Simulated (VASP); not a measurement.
Wanted: the native input for a VASP 6.6.1 run.

```yaml
Task: single point
Functional: LDA
Potentials_or_basis: VASP PAW LDA potentials, release 64 (K_sv)
Cutoff: 520 eV
k_mesh: 14 × 14 × 14
Occupations: gaussian, width 0.15 eV
Spin: no spin polarisation
Dipole_correction: no
Further_INCAR_settings: ALGO = Fast; EDIFF = 1e-06; NBANDS = 10
```

The structure of K lies in POSCAR:

```
K
1.0
   -2.3987695363      2.3987695363      3.1184003972
    2.3987695363     -2.3987695363      3.1184003972
    2.3987695363      2.3987695363     -3.1184003972
K
1
Direct
    0.0000000000      0.0000000000      0.0000000000
```

This cell differs from its parent crystal: ratio of the length along z to the lengths across it x 1.3, volume and fractional coordinates fixed.

The input as run:

INCAR

```
SYSTEM = K
PREC     = Accurate       ! precision mode
ENCUT    = 520            ! plane-wave cutoff, eV
EDIFF    = 1E-6           ! SCF threshold, eV
ISMEAR   = 0              ! smearing method
SIGMA    = 0.15           ! smearing width, eV
LREAL    = .False.        ! projectors in reciprocal space
LASPH    = .True.         ! aspherical terms in the spheres
NELM     = 80             ! most SCF steps
ALGO     = Fast           ! electronic algorithm
ISIF     = 2              ! what is computed and relaxed
LWAVE    = .False.        ! write WAVECAR
LCHARG   = .False.        ! write CHGCAR
NBANDS   = 10             ! bands
```

KPOINTS

```
regular mesh
0
Gamma
  14 14 14
  0 0 0
```

Potentials or basis: VASP PAW LDA potentials, release 64 (K_sv).

Launch:

```bash
$ cat potpaw_LDA.64/K_sv/POTCAR > POTCAR
$ mpirun -np 1 vasp_std > vasp.out
```

It gave:

- Pressure: -0.4 GPa

It took 58 s on 1 thread of Intel(R) Xeon(R) 6975P-C (Granite Rapids), on a shared host, peak memory 0.28 GiB.
